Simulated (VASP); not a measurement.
Here is a VASP 6.6.1 calculation.

Contents of INCAR:

```
SYSTEM = W
ALGO = Normal
EDIFF = 1E-7
EDIFFG = -0.01
ENCUT = 600
GGA = RP
IBRION = 2
ISIF = 3
ISMEAR = 1
LASPH = .True.
LCHARG = .False.
LREAL = .False.
LWAVE = .False.
NELM = 100
NSW = 100
PREC = Accurate
SIGMA = 0.05
```

File KPOINTS:

```
k-points
0
Gamma
  13 13 13
  0 0 0
```

File POSCAR:

```
W
1.0
    0.0000000000      2.0300000000      2.0300000000
    2.0300000000      0.0000000000      2.0300000000
    2.0300000000      2.0300000000      0.0000000000
W
1
Direct
    0.0000000000      0.0000000000      0.0000000000
```

Potentials or basis: VASP PAW PBE potentials, release 64 (W_sv).

The run is started by

```bash
$ cat potpaw_PBE.64/W_sv/POTCAR > POTCAR
$ mpirun -np 1 vasp_std > vasp.out
```

Estimate the relaxed cell.

a = 2.869 Å, b = 2.869 Å, c = 2.869 Å, α = 60.00°, β = 60.00°, γ = 60.00°.

What does it give for the relaxed volume?

16.70 Å³/atom.

Final structure:
```yaml
crystal:
  lattice:
    - [0.00000, 2.02874, 2.02874]
    - [2.02874, 0.00000, 2.02874]
    - [2.02874, 2.02874, 0.00000]
  atoms:
    - { symbol: W, position: [0.00000, 0.00000, 0.00000] }
```

Caveat: the PAW data sets were made with another functional, which shifts forces and pressure a little.
